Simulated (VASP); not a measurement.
# AlGaN2 (P-4m2) in VASP: notebook

The runs below take AlGaN2 through single point, with r2SCAN.

All numbers are computed with VASP 6.6.1; they aren't measurements. Logs are shortened: lines on timing, memory, paths and dates and some standing lists are left out, and cuts for length are marked.

## 1. The cell of the first run

Symmetry: P-4m2, No. 115, tetragonal system. Conventional cell: a = 3.047 Å, b = 3.047 Å, c = 4.557 Å, α = 90.00°, β = 90.00°, γ = 90.00°. Within 2.5 Å of Al (site symmetry -4m2) lie 4 N at 1.87 Å. Ga (site symmetry -4m2) has 4 N at 1.93 Å within 2.6 Å. N (site symmetry 2mm) has 2 Al at 1.87 Å and 2 Ga at 1.93 Å within 2.5 Å.

## 2. Single point, r2SCAN (strain -0.030 along x and y, +0.030 along z)

Input file POSCAR:

```
AlGaN2
1.0
    3.0466507372      0.0000000000      0.0000000000
    0.0000000000      3.0466507372      0.0000000000
    0.0000000000      0.0000000000      4.5565530782
Al Ga N
1 1 2
Direct
    0.5000000000      0.5000000000      0.5000000000
    0.0000000000      0.0000000000      0.0000000000
    0.5000000000      0.0000000000      0.7382648100
    0.0000000000      0.5000000000      0.2617351900
```

Input file INCAR.step1:

```
SYSTEM = AlGaN2
PREC     = Accurate       ! precision mode
ENCUT    = 520            ! plane-wave cutoff, eV
ISMEAR   = 0              ! smearing method
SIGMA    = 0.05           ! smearing width, eV
LREAL    = .FALSE.        ! projectors in reciprocal space
LASPH    = .TRUE.         ! aspherical terms in the spheres
NELM     = 80             ! most SCF steps
NBANDS   = 21             ! bands
GGA      = PE             ! functional
ALGO     = Normal         ! electronic algorithm
EDIFF    = 1E-4           ! SCF threshold, eV
LWAVE    = .TRUE.         ! write WAVECAR
LCHARG   = .FALSE.        ! write CHGCAR
```

Input file INCAR.step2:

```
SYSTEM = AlGaN2
PREC     = Accurate       ! precision mode
ENCUT    = 520            ! plane-wave cutoff, eV
EDIFF    = 1E-7           ! SCF threshold, eV
ISMEAR   = 0              ! smearing method
SIGMA    = 0.05           ! smearing width, eV
LREAL    = .FALSE.        ! projectors in reciprocal space
LASPH    = .TRUE.         ! aspherical terms in the spheres
NELM     = 80             ! most SCF steps
ALGO     = Normal         ! electronic algorithm
ISIF     = 2              ! what is computed and relaxed
LWAVE    = .FALSE.        ! write WAVECAR
LCHARG   = .FALSE.        ! write CHGCAR
METAGGA  = R2SCAN         ! meta-GGA
LMIXTAU  = .TRUE.       
NBANDS   = 21             ! bands
ISTART   = 1
```

Input file KPOINTS:

```
Automatic mesh
0
G
  8 8 6
  0 0 0
```

Potentials or basis: VASP PAW PBE potentials, release 64 (Al, Ga_d, N).

Command:

```sh
$ cat potpaw_PBE.64/Al/POTCAR potpaw_PBE.64/Ga_d/POTCAR potpaw_PBE.64/N/POTCAR > POTCAR
$ cp INCAR.step1 INCAR
$ mpirun -np 1 vasp_std > vasp.out
$ cp INCAR.step2 INCAR
$ mpirun -np 1 vasp_std > vasp.out
```

OUTCAR:

```text
SYSTEM = AlGaN2
   PREC = Accurate
   ENCUT = 520
   EDIFF = 1E-7
   ISMEAR = 0
   LREAL = .FALSE.
   LASPH = .TRUE.
   NELM = 80
   ISIF = 2
   METAGGA = R2SCAN
   ISTART = 1

 ion  position               nearest neighbor table
   1  0.500  0.500  0.500-   3 1.87   4 1.87   3 1.87   4 1.87   2 3.14   2 3.14   2 3.14   2 3.14
                             2 3.14   2 3.14   2 3.14   2 3.14
   2  0.000  0.000  0.000-   3 1.93   4 1.93   4 1.93   3 1.93   1 3.14   1 3.14   1 3.14   1 3.14
                             1 3.14   1 3.14   1 3.14   1 3.14
   3  0.500  0.000  0.738-   1 1.87   1 1.87   2 1.93   2 1.93
   4  0.000  0.500  0.262-   1 1.87   1 1.87   2 1.93   2 1.93

  LATTYP: Found a simple tetragonal cell.
 ALAT       =     3.0466507372
 C/A-ratio  =     1.4955941692

  Lattice vectors:

 A1 = (   3.0466507372,   0.0000000000,   0.0000000000)
 A2 = (   0.0000000000,   3.0466507372,   0.0000000000)
 A3 = (   0.0000000000,   0.0000000000,   4.5565530782)

Analysis of symmetry for initial positions (statically):
=====================================================================
 Subroutine PRICEL returns:
 Original cell was already a primitive cell.

 Routine SETGRP: Setting up the symmetry group for a
 simple tetragonal supercell.

 Subroutine GETGRP returns: Found  8 space group operations
 (whereof  8 operations were pure point group operations)
 out of a pool of 16 trial point group operations.

The static configuration has the point symmetry D_2d.

Analysis of symmetry for dynamics (positions and initial velocities):
=====================================================================
 Subroutine PRICEL returns:
 Original cell was already a primitive cell.

 Routine SETGRP: Setting up the symmetry group for a
 simple tetragonal supercell.

 Subroutine GETGRP returns: Found  8 space group operations
 (whereof  8 operations were pure point group operations)
 out of a pool of 16 trial point group operations.

The dynamic configuration has the point symmetry D_2d.

 Subroutine INISYM returns: Found  8 space group operations
 (whereof  8 operations are pure point group operations),
 and found     1 'primitive' translations

----------------------------------------------------------------------------------------

                                     Primitive cell

  volume of cell :      42.2943

  direct lattice vectors                    reciprocal lattice vectors
     3.046650737  0.000000000  0.000000000     0.328229287  0.000000000  0.000000000
     0.000000000  3.046650737  0.000000000     0.000000000  0.328229287  0.000000000
     0.000000000  0.000000000  4.556553078     0.000000000  0.000000000  0.219464139

  length of vectors
     3.046650737  3.046650737  4.556553078     0.328229287  0.328229287  0.219464139

  position of ions in fractional coordinates (direct lattice)
     0.500000000  0.500000000  0.500000000
     0.000000000  0.000000000  0.000000000
     0.500000000  0.000000000  0.738264810
     0.000000000  0.500000000  0.261735190

  ion indices of the primitive-cell ions
   primitive index   ion index
                 1           1
                 2           2
                 3           3
                 4           4

----------------------------------------------------------------------------------------

 KPOINTS: Automatic mesh

Automatic generation of k-mesh.
 Grid dimensions read from file:
 generate k-points for:    8    8    6

 Generating k-lattice:

  Cartesian coordinates                     Fractional coordinates (reciprocal lattice)
     0.041028661  0.000000000  0.000000000     0.125000000  0.000000000  0.000000000
     0.000000000  0.041028661  0.000000000     0.000000000  0.125000000  0.000000000
     0.000000000  0.000000000  0.036577357     0.000000000  0.000000000  0.166666667

  Length of vectors
     0.041028661  0.041028661  0.036577357

  Shift w.r.t. Gamma in fractional coordinates (k-lattice)
     0.000000000  0.000000000  0.000000000

 Subroutine IBZKPT returns following result:
[... 43 lines left out ...]
   LEPSILON=     F    determine dielectric tensor
   LRPA    =     F    only Hartree local field effects (RPA)
 non-spin polarized calculation
 Gauss-broadening in eV      SIGMA  =   0.05
  energy-cutoff  :      520.00
  volume of cell :       42.29
 maximum number of plane-waves:      1152
 NGX is ok and might be reduce to    24
   NGX = 11   NGY = 11   NGZ = 17

 number of electron      26.0000023 magnetization

 Free energy of the ion-electron system (eV)
  ---------------------------------------------------
  ext. energy  EPLUGINS =         0.00000000
  ---------------------------------------------------
  free energy    TOTEN  =       -40.99773227 eV

  energy without entropy =      -40.99773227  energy(sigma->0) =      -40.99773227

 E-fermi :   6.0705     XC(G=0): -12.2360

 val. band max:        5.8032889788   @ k =   0.0000   0.0000   0.0000
 cond. band min:       9.2948712311   @ k =   0.0000   0.0000   0.0000
 fundamental gap:      3.4915822523
 Fermi energy:         6.0705126258

 k-point     1 :       0.0000    0.0000    0.0000
  band No.  band energies     occupation
      1     -10.8061      2.00000
      2      -9.1297      2.00000
      3      -7.6150      2.00000
      4      -7.6150      2.00000
      5      -7.5489      2.00000
      6      -7.3963      2.00000
[... 13 lines left out ...]
     20      19.1339      0.00000
     21      22.4442      0.00000

 k-point     2 :       0.1250    0.0000    0.0000
  band No.  band energies     occupation
      1     -10.6610      2.00000
      2      -9.1276      2.00000
      3      -7.6370      2.00000
      4      -7.6117      2.00000
      5      -7.5184      2.00000
      6      -7.4097      2.00000
[... 13 lines left out ...]
     20      18.9451      0.00000
     21      21.9390      0.00000

 k-point     3 :       0.2500    0.0000    0.0000
  band No.  band energies     occupation
      1     -10.2707      2.00000
      2      -9.1380      2.00000
      3      -7.6404      2.00000
      4      -7.6036      2.00000
      5      -7.4418      2.00000
      6      -7.4319      2.00000
[... 13 lines left out ...]
     20      18.6457      0.00000
     21      20.7895      0.00000
[... 457 lines left out ...]
 k-point    23 :       0.3750    0.1250    0.1667
  band No.  band energies     occupation
      1      -9.6533      2.00000
      2      -9.1821      2.00000
      3      -7.6136      2.00000
      4      -7.5358      2.00000
      5      -7.4973      2.00000
      6      -7.1819      2.00000
[... 13 lines left out ...]
     20      18.8986      0.00000
     21      19.6354      0.00000

 k-point    24 :       0.5000    0.1250    0.1667
  band No.  band energies     occupation
      1      -9.4201      2.00000
      2      -9.2457      2.00000
      3      -7.6040      2.00000
      4      -7.5140      2.00000
      5      -7.5134      2.00000
      6      -6.9246      2.00000
[... 13 lines left out ...]
     20      19.0744      0.00000
     21      19.4100      0.00000

 [... further k-points ...]
[... 5 lines left out ...]
  --------------------------------------------------------------------------------------
  -------------------------------------------------------------------------------------
  Total        2.5930166      2.5930166      0.0791958      0.0000000      0.0000000      0.0000000
  in kB       98.2277282     98.2277282      3.0000652      0.0000000      0.0000000      0.0000000
  external PRESSURE =      66.4851739 kB  Pullay stress =       0.0000000 kB

 VOLUME and BASIS-vectors are now :
 -----------------------------------------------------------------------------
  energy-cutoff  :      520.00
  volume of cell :       42.29
      direct lattice vectors                 reciprocal lattice vectors
     3.046650737  0.000000000  0.000000000     0.328229287  0.000000000  0.000000000
     0.000000000  3.046650737  0.000000000     0.000000000  0.328229287  0.000000000
     0.000000000  0.000000000  4.556553078     0.000000000  0.000000000  0.219464139

 POSITION                                       TOTAL-FORCE (eV/Angst)
 -----------------------------------------------------------------------------------
      1.52333      1.52333      2.27828         0.000000      0.000000      0.000000
      0.00000      0.00000      0.00000         0.000000     -0.000000      0.000000
      1.52333      0.00000      3.36394        -0.000000     -0.000000      0.107545
      0.00000      1.52333      1.19261         0.000000     -0.000000     -0.107545
 -----------------------------------------------------------------------------------
    total drift:                                0.000000      0.000000      0.000000

  FREE ENERGIE OF THE ION-ELECTRON SYSTEM (eV)
  ---------------------------------------------------
  free  energy   TOTEN  =       -40.9977322715 eV

  energy  without entropy=      -40.9977322715  energy(sigma->0) =      -40.99773227
```

It took 6.8 min on 1 thread of AMD EPYC 7R43 (Zen 3), shared host; peak memory 0.16 GiB.

What came out:

- Free energy: -40.9977 eV
- Pressure: 6.6 GPa
- Largest force: 0.108 eV/Å
- Band gap on the k mesh: 3.49 eV, direct

Forces in eV/Å, atoms in the order of the input:
```
Al   0.000  0.000  0.000
Ga   0.000  0.000  0.000
N    0.000  0.000  0.108
N    0.000  0.000 -0.108
```

Caveat: the cell differs from its parent crystal (strain -0.030 along x and y, +0.030 along z); the PAW data sets were made with another functional, which shifts forces and pressure a little.

## 3. Single point, r2SCAN (strain +0.000 along x and y, -0.030 along z)

Input file POSCAR:

```
AlGaN2
1.0
    3.1408770487      0.0000000000      0.0000000000
    0.0000000000      3.1408770487      0.0000000000
    0.0000000000      0.0000000000      4.2911228018
Al Ga N
1 1 2
Direct
    0.5000000000      0.5000000000      0.5000000000
    0.0000000000      0.0000000000      0.0000000000
    0.5000000000      0.0000000000      0.7382648100
    0.0000000000      0.5000000000      0.2617351900
```

Input file INCAR.step1:

```
SYSTEM = AlGaN2
PREC = Accurate
ENCUT = 520
ISMEAR = 0
SIGMA = 0.05
LREAL = .FALSE.
LASPH = .TRUE.
NELM = 60
NBANDS = 21
GGA = PE
ALGO = Normal
EDIFF = 1E-4
LWAVE = .TRUE.
LCHARG = .FALSE.
```

Input file INCAR.step2:

```
SYSTEM = AlGaN2
PREC = Accurate
ENCUT = 520
EDIFF = 1E-6
ISMEAR = 0
SIGMA = 0.05
LREAL = .FALSE.
LASPH = .TRUE.
NELM = 60
ALGO = Normal
ISIF = 2
LWAVE = .FALSE.
LCHARG = .TRUE.
METAGGA = R2SCAN
LMIXTAU = .TRUE.
LELF = .TRUE.
LVHAR = .TRUE.
NBANDS = 21
ISTART = 1
```

KPOINTS is that of step 2.

Potentials or basis: VASP PAW PBE potentials, release 64 (Al, Ga_d, N).

Command:

```sh
$ cat potpaw_PBE.64/Al/POTCAR potpaw_PBE.64/Ga_d/POTCAR potpaw_PBE.64/N/POTCAR > POTCAR
$ cp INCAR.step1 INCAR
$ mpirun -np 1 vasp_std > vasp.out
$ cp INCAR.step2 INCAR
$ mpirun -np 1 vasp_std > vasp.out
```

Run time: 4.7 min. Hardware: 1 thread of AMD EPYC 7R43 (Zen 3), shared host; peak memory 0.15 GiB.

It converged, with:

- Free energy: -41.0371 eV
- Pressure: 6.4 GPa
- Largest force: 0.060 eV/Å
- Band gap on the k mesh: 3.63 eV, direct

Forces on the atoms (eV/Å):
```
Al   0.000  0.000  0.000
Ga   0.000  0.000  0.000
N    0.000  0.000 -0.060
N    0.000  0.000  0.060
```

Stress tensor (GPa, compression positive):
```
5.20 0.00 0.00
0.00 5.20 0.00
0.00 0.00 8.95
```

Levels at points of the mesh, in eV from the valence-band top:
```csv
k point,band 9,band 10,band 11,band 12,band 13,band 14,band 15,band 16,band 17,band 18
"(0.00, 0.00, 0.00)",-2.59,-2.59,-0.12,0.00,0.00,3.63,4.07,8.24,12.39,12.39
"(0.50, 0.00, 0.00)",-4.52,-2.91,-2.78,-1.17,-0.79,7.90,8.03,8.67,9.26,11.73
"(0.50, 0.50, 0.00)",-5.17,-2.30,-2.26,-2.26,-2.23,3.96,3.96,7.42,9.86,13.80
"(0.00, 0.00, 0.50)",-2.42,-1.75,-1.75,-1.08,-1.08,6.05,6.28,8.90,10.10,12.42
"(0.50, 0.00, 0.50)",-6.38,-1.14,-0.81,-0.64,-0.43,6.08,7.53,10.23,10.51,10.86
"(0.50, 0.50, 0.50)",-4.49,-4.14,-3.40,-3.32,-3.32,7.10,7.10,10.03,11.78,12.68
```

Caveat: the cell differs from its parent crystal (strain +0.000 along x and y, -0.030 along z); the PAW data sets were made with another functional, which shifts forces and pressure a little.

## 4. Single point, r2SCAN (strain +0.000 along x and y, -0.015 along z)

Changes to POSCAR since step 3:

```diff
@@ -4,3 +4,3 @@
     0.0000000000      3.1408770487      0.0000000000
-    0.0000000000      0.0000000000      4.2911228018
+    0.0000000000      0.0000000000      4.3574803709
 Al Ga N
```

Input file INCAR.step1:

```
  PREC = Accurate
  ENCUT = 520
  ISMEAR = 0
  SIGMA = 0.05
  LREAL = False
  LASPH = True
  NELM = 100
  NBANDS = 21
  GGA = PE
  ALGO = Normal
  EDIFF = 1E-4
  LWAVE = True
  LCHARG = False
```

Input file INCAR.step2:

```
  PREC = Accurate
  ENCUT = 520
  EDIFF = 1E-6
  ISMEAR = 0
  SIGMA = 0.05
  LREAL = False
  LASPH = True
  NELM = 100
  ALGO = Normal
  ISIF = 2
  LWAVE = False
  LCHARG = False
  METAGGA = R2SCAN
  LMIXTAU = True
  NBANDS = 21
  ISTART = 1
```

Input file KPOINTS:

```
regular mesh
0
Gamma
  8 8 6
```

Command:

```sh
$ cat potpaw_PBE.64/Al/POTCAR potpaw_PBE.64/Ga_d/POTCAR potpaw_PBE.64/N/POTCAR > POTCAR
$ cp INCAR.step1 INCAR
$ mpirun -np 1 vasp_std > vasp.out
$ cp INCAR.step2 INCAR
$ mpirun -np 1 vasp_std > vasp.out
```

Run time: 4.2 min. Hardware: 1 thread of AMD EPYC 7R43 (Zen 3), shared host; peak memory 0.15 GiB.

The run converged. Its results:

```
Free energy            : -41.0652 eV
Pressure               : 3.1 GPa
Largest force          : 0.027 eV/Å
Band gap on the k mesh : 3.50 eV, direct
```

Forces in eV/Å, atoms in the order of the input:
```
Al   0.000  0.000  0.000
Ga   0.000  0.000  0.000
N    0.000  0.000 -0.027
N    0.000  0.000  0.027
```

Stress tensor (GPa, compression positive):
```
2.40 0.00 0.00
0.00 2.40 0.00
0.00 0.00 4.50
```

Levels at points of the mesh, in eV from the valence-band top:
```tsv
k point	band 11	band 12	band 13	band 14	band 15	band 16
(0.00, 0.00, 0.00)	-0.17	0.00	0.00	3.50	4.08	8.31
(0.50, 0.00, 0.00)	-2.84	-1.11	-0.73	7.86	7.89	8.70
(0.50, 0.50, 0.00)	-2.29	-2.29	-2.27	3.90	3.90	7.20
(0.00, 0.00, 0.50)	-1.69	-1.03	-1.03	5.93	6.13	8.80
(0.50, 0.00, 0.50)	-0.86	-0.59	-0.52	5.95	7.42	10.12
(0.50, 0.50, 0.50)	-3.37	-3.27	-3.27	6.94	6.94	9.80
```

Caveat: the cell differs from its parent crystal (strain +0.000 along x and y, -0.015 along z); the PAW data sets were made with another functional, which shifts forces and pressure a little. A k mesh can miss the band edges.

## 5. Single point, r2SCAN (strain -0.015 along x and y, +0.015 along z)

Input file POSCAR:

```
AlGaN2
1.0
    3.0937638930      0.0000000000      0.0000000000
    0.0000000000      3.0937638930      0.0000000000
    0.0000000000      0.0000000000      4.4901955091
Al Ga N
1 1 2
Direct
    0.5000000000      0.5000000000      0.5000000000
    0.0000000000      0.0000000000      0.0000000000
    0.5000000000      0.0000000000      0.7382648100
    0.0000000000      0.5000000000      0.2617351900
```

Input file INCAR.step1:

```
SYSTEM = AlGaN2
PREC     = Accurate       ! precision mode
ENCUT    = 520            ! plane-wave cutoff, eV
ISMEAR   = 0              ! smearing method
SIGMA    = 0.05           ! smearing width, eV
LREAL    = .FALSE.        ! projectors in reciprocal space
LASPH    = .TRUE.         ! aspherical terms in the spheres
NELM     = 80             ! most SCF steps
NBANDS   = 21             ! bands
GGA      = PE             ! functional
ALGO     = Normal         ! electronic algorithm
EDIFF    = 1E-4           ! SCF threshold, eV
LWAVE    = .TRUE.         ! write WAVECAR
LCHARG   = .FALSE.        ! write CHGCAR
```

Input file INCAR.step2:

```
SYSTEM = AlGaN2
PREC     = Accurate       ! precision mode
ENCUT    = 520            ! plane-wave cutoff, eV
EDIFF    = 1E-6           ! SCF threshold, eV
ISMEAR   = 0              ! smearing method
SIGMA    = 0.05           ! smearing width, eV
LREAL    = .FALSE.        ! projectors in reciprocal space
LASPH    = .TRUE.         ! aspherical terms in the spheres
NELM     = 80             ! most SCF steps
ALGO     = Normal         ! electronic algorithm
ISIF     = 2              ! what is computed and relaxed
LWAVE    = .FALSE.        ! write WAVECAR
LCHARG   = .TRUE.         ! write CHGCAR
METAGGA  = R2SCAN         ! meta-GGA
LMIXTAU  = .TRUE.       
LELF     = .TRUE.         ! ELF
LVHAR    = .TRUE.       
NBANDS   = 21             ! bands
ISTART   = 1
```

Input file KPOINTS:

```
regular mesh
0
G
  8 8 6
  0 0 0
```

Command:

```sh
$ cat potpaw_PBE.64/Al/POTCAR potpaw_PBE.64/Ga_d/POTCAR potpaw_PBE.64/N/POTCAR > POTCAR
$ cp INCAR.step1 INCAR
$ mpirun -np 1 vasp_std > vasp.out
$ cp INCAR.step2 INCAR
$ mpirun -np 1 vasp_std > vasp.out
```

Run time: 5.5 min. Hardware: 1 thread of AMD EPYC 7R43 (Zen 3), shared host; peak memory 0.16 GiB.

It converged, with:

| Item | Value |
| --- | --- |
| Free energy | -41.0564 eV |
| Pressure | 3.2 GPa |
| Largest force | 0.055 eV/Å |
| Band gap on the k mesh | 3.43 eV, direct |

Forces on the atoms (eV/Å):
```
Al   0.000  0.000  0.000
Ga   0.000  0.000  0.000
N    0.000  0.000  0.055
N    0.000  0.000 -0.055
```

Stress tensor (GPa, compression positive):
```
4.70 0.00 0.00
0.00 4.70 0.00
0.00 0.00 0.19
```

Levels at points of the mesh, in eV from the valence-band top:
```
           k point  band 10  band 11  band 12  band 13  band 14  band 15  band 16  band 17
(0.00, 0.00, 0.00)    -2.31    -0.37     0.00     0.00     3.43     4.19     8.75    12.13
(0.50, 0.00, 0.00)    -3.17    -3.12    -0.99    -0.58     7.86     7.88     9.02     9.43
(0.50, 0.50, 0.00)    -2.51    -2.47    -2.47    -2.47     3.75     3.75     6.83     9.48
(0.00, 0.00, 0.50)    -1.59    -1.59    -0.94    -0.94     5.84     5.94     8.77    10.38
(0.50, 0.00, 0.50)    -1.07    -0.97    -0.81    -0.47     5.84     7.32    10.09    10.37
(0.50, 0.50, 0.50)    -4.12    -3.42    -3.32    -3.32     6.60     6.60     9.62    11.48
```

Caveat: the cell differs from its parent crystal (strain -0.015 along x and y, +0.015 along z); the PAW data sets were made with another functional, which shifts forces and pressure a little.

## 6. Overview

```tsv
cell	gap on the mesh (eV)	pressure (GPa)	largest force (eV/Å)
a = 3.047, b = 3.047, c = 4.557 Å, 4 atoms	3.49	6.6	0.11
a = 3.141, b = 3.141, c = 4.291 Å, 4 atoms	3.63	6.4	0.06
a = 3.141, b = 3.141, c = 4.357 Å, 4 atoms	3.50	3.1	0.03
a = 3.094, b = 3.094, c = 4.490 Å, 4 atoms	3.43	3.2	0.06
```

Alike in all rows: task single point; level r2SCAN; potentials or basis VASP PAW PBE potentials, release 64 (Al, Ga_d, N); no spin polarisation; k mesh 8 × 8 × 6; cutoff (eV) 520; smearing gaussian 0.05 eV.

Caveats: the PAW data sets were made with another functional, which shifts forces and pressure a little.

Absolute energies hang on the potentials; compare differences alone.
